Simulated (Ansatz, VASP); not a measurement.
**ZrB: VASP beside Ansatz**

Contents of INCAR:

```
ALGO     = Normal         # electronic algorithm
EDIFF    = 1E-6           # SCF threshold, eV
ENCUT    = 500            # plane-wave cutoff, eV
GGA_COMPAT= False        
ISIF     = 2              # what is computed and relaxed
ISMEAR   = 0              # smearing method
LASPH    = True           # aspherical terms in the spheres
LCHARG   = False          # write CHGCAR
LREAL    = False          # projectors in reciprocal space
LWAVE    = False          # write WAVECAR
NBANDS   = 14             # bands
NELM     = 120            # most SCF steps
PREC     = Accurate       # precision mode
SIGMA    = 0.1            # smearing width, eV
```

Contents of KPOINTS:

```
k-points
0
Gamma
  6 6 6
```

POSCAR

```
ZrB
1.0
    0.0000000000      2.3250000000      2.3250000000
    2.3250000000      0.0000000000      2.3250000000
    2.3250000000      2.3250000000      0.0000000000
Zr B
1 1
Direct
    0.0000000000      0.0000000000      0.0000000000
    0.5000000000      0.5000000000      0.5000000000
```

Input for Ansatz:

```yaml
crystal:
  lattice:
    - [0.0, 2.325, 2.325]
    - [2.325, 0.0, 2.325]
    - [2.325, 2.325, 0.0]
  atoms:
    - { symbol: Zr, position: [0.0, 0.0, 0.0] }
    - { symbol: B, position: [0.5, 0.5, 0.5] }
basis:
  ecutwfc: 420
kpoints:
  mp_grid: { grid: [6, 6, 6] }
hamiltonian:
  xc: lda
scf:
  occupations: { method: gaussian, width: 0.1 }
output:
  forces: true
  stress: true
  eigenvalues: true
```

Alike in both runs: task single point; functional LDA; k mesh 6 × 6 × 6; occupations gaussian, width 0.1 eV; no spin polarisation.

```csv
,VASP,Ansatz
version,VASP 6.6.1,Ansatz 0.2.0
potentials or method,"VASP PAW LDA potentials, release 64 (Zr_sv, B), cutoff 500 eV","scalar-relativistic, plane waves, PAW"
valence electrons in the cell,15,15
```

```csv
,VASP,Ansatz,Ansatz less VASP
gap on the k mesh at the Fermi level (eV),none,none,-
pressure (GPa),25.8,25.3,-0.47
```

LDA's correlation is that of Perdew and Zunger in VASP and of Perdew and Wang (1992) in Ansatz. A gap of «none» marks a metal or a gap that the smearing closes.

The k mesh is coarse, so the values compare programs but aren't converged.
